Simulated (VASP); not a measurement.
# Rh: relaxation of cell and atoms with PBE

Crystal: Rh.

```
Rh
1.0
     3.26695    0.00000    0.00000
    -1.63348    2.82926    0.00000
     0.00000    0.00000   10.66977
Rh
8
Cartesian
  0.0000 0.0000 1.0003
  0.0000 0.0000 6.3352
  0.0000 0.0000 4.3346
  0.0000 0.0000 9.6695
  0.0000 1.8862 1.6672
  1.6335 0.9431 7.0020
  0.0000 1.8862 3.6677
  1.6335 0.9431 9.0026
```

| Item | Value |
| --- | --- |
| Program | VASP 6.6.1 |
| Task | relaxation of cell and atoms |
| Functional | PBE |
| Potentials or basis | VASP PAW PBE potentials, release 64 (Rh_pv) |
| Cutoff | 600 eV |
| k mesh | 6 × 6 × 2 |
| Occupations | gaussian, width 0.1 eV |
| Spin | no spin polarisation |
| Dipole correction | no |
| Further INCAR settings | ALGO = Normal; EDIFF = 1e-06; IBRION = 2; EDIFFG = -0.04; NSW = 90; ISIF = 3 |

- Relaxed volume: 20.82 Å³/atom
- Relaxed cell: a = 3.966 Å, b = 3.966 Å, c = 12.227 Å, α = 90.00°, β = 90.00°, γ = 120.00°
- Space group after relaxing (to 0.05 Å): P6_3/mmc (No. 194)
- Energy gained by relaxing: 4127.0 meV/atom
- Ionic steps: 19
- Pressure after relaxing: 0.1 GPa
- Largest force after relaxing: 0.023 eV/Å
- Band gap on the k mesh: zero (band 60 reaches 6.97 eV, above the bottom of band 61 at 5.94 eV)

Forces on the atoms (eV/Å):
```
Rh   0.000  0.000  0.006
Rh   0.000  0.000  0.006
Rh   0.000  0.000 -0.006
Rh   0.000  0.000 -0.006
Rh   0.000  0.000 -0.023
Rh   0.000  0.000 -0.023
Rh   0.000  0.000  0.023
Rh   0.000  0.000  0.023
```

Stress tensor (GPa, compression positive):
```
0.05 0.00 0.00
0.00 0.05 0.00
0.00 0.00 0.15
```

The path:
```csv
step,energy change (eV),largest force (eV/Å),pressure (GPa),volume (Å³)
1,0.0000,0.2628,254.61,98.62
2,94.0468,0.0922,-102.47,725.78
3,-32.1502,0.1162,-11.61,187.39
4,-32.6686,0.1267,-7.72,178.88
5,-32.9603,0.1447,1.53,165.42
6,-32.9689,0.1420,-0.17,167.45
7,-32.9786,0.2425,-0.19,167.49
8,-32.9807,0.1543,-0.20,167.48
9,-32.9859,0.1213,0.18,166.99
10,-32.9915,0.1711,1.17,165.75
11,-32.9934,0.1681,1.11,165.81
12,-32.9983,0.1573,0.94,165.97
13,-33.0064,0.1226,0.58,166.29
14,-33.0107,0.1977,-0.19,166.92
15,-33.0114,0.1487,0.04,166.74
16,-33.0133,0.1073,-0.06,166.81
17,-33.0149,0.0710,-0.25,166.98
18,-33.0155,0.0451,-0.08,166.73
19,-33.0157,0.0233,0.08,166.53
```

Final structure:
```
Rh
1.0
     3.96564    0.00000    0.00000
    -1.98282    3.43434    0.00000
     0.00000    0.00000   12.22712
Rh
8
Direct
  0.00000 0.00000 0.09839
  0.00000 0.00000 0.59839
  0.00000 0.00000 0.40161
  0.00000 0.00000 0.90161
  0.33333 0.66667 0.15268
  0.66667 0.33333 0.65268
  0.33333 0.66667 0.34732
  0.66667 0.33333 0.84732
```

Levels at points of the mesh, in eV from the Fermi level:
```tsv
k point	band 56	band 57	band 58	band 59	band 60	band 61	band 62	band 63	band 64	band 65
(0.00, 0.00, 0.00)	-1.45	-1.09	-1.09	-0.73	-0.43	-0.25	-0.25	0.12	0.12	0.20
(0.50, 0.00, 0.00)	-0.83	-0.58	-0.09	-0.06	-0.02	0.26	0.35	0.40	0.53	0.55
(0.00, 0.00, 0.50)	-1.27	-1.27	-1.27	-1.05	-1.05	-0.09	-0.09	-0.09	-0.09	0.34
(0.50, 0.00, 0.50)	-0.73	-0.08	-0.08	-0.03	-0.03	0.30	0.30	0.33	0.33	0.47
```

Run time: 32 min on 1 thread of AMD EPYC 7R13 Processor (Zen 3), with other jobs on the host, peak memory 0.27 GiB.

Caveat: the k points lie up to 0.30 Å⁻¹ apart in the final cell; the volume moved by over 15 % at a fixed basis, so the end points are rough.
